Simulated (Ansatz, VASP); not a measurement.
# LaCuTe2: VASP beside Ansatz

```xyz
4
Lattice="2.2202 1.2818 6.6503 -2.2202 1.2818 6.6503 0.0000 -2.5636 6.6503" Properties=species:S:1:pos:R:3 pbc="T T T"
Cu    2.2202    1.2818    6.6503
La    0.0000    0.0000    9.9754
Te    0.0000    0.0000    5.2140
Te    0.0000    0.0000   14.7368
```

Alike in both runs: task single point; functional PBE; k mesh 6 × 6 × 6; no spin polarisation.

|  | VASP | Ansatz |
| --- | --- | --- |
| version | VASP 6.6.1 | Ansatz 0.2.0 |
| potentials or method | VASP PAW PBE potentials, release 64 (Cu, La, Te) | plane waves, PAW |
| plane-wave cutoff (eV) | 520 | 420 |
| occupations | gaussian, width 0.01 eV | fixed |
| valence electrons in the cell | 34 | 62 |

|  | VASP | Ansatz | Ansatz less VASP |
| --- | --- | --- | --- |
| gap on the k mesh at the Fermi level (eV) | 0.73 | 0.74 | +0.010 |
| pressure (GPa) | 1.6 | 1.6 | +0.02 |
| traceless stress, the component that is largest in VASP (GPa) | -0.09 | -0.11 | -0.019 |
| rms of the force components (eV/Å) | 0.033 | 0.037 | +0.0042 |

Atom by atom the forces differ by 0.004 eV/Å (rms over components). VASP's potentials hold 34 valence electrons a cell and Ansatz's 62, so a difference there can come from the potentials and not from the codes.

Spin-orbit coupling is off throughout.
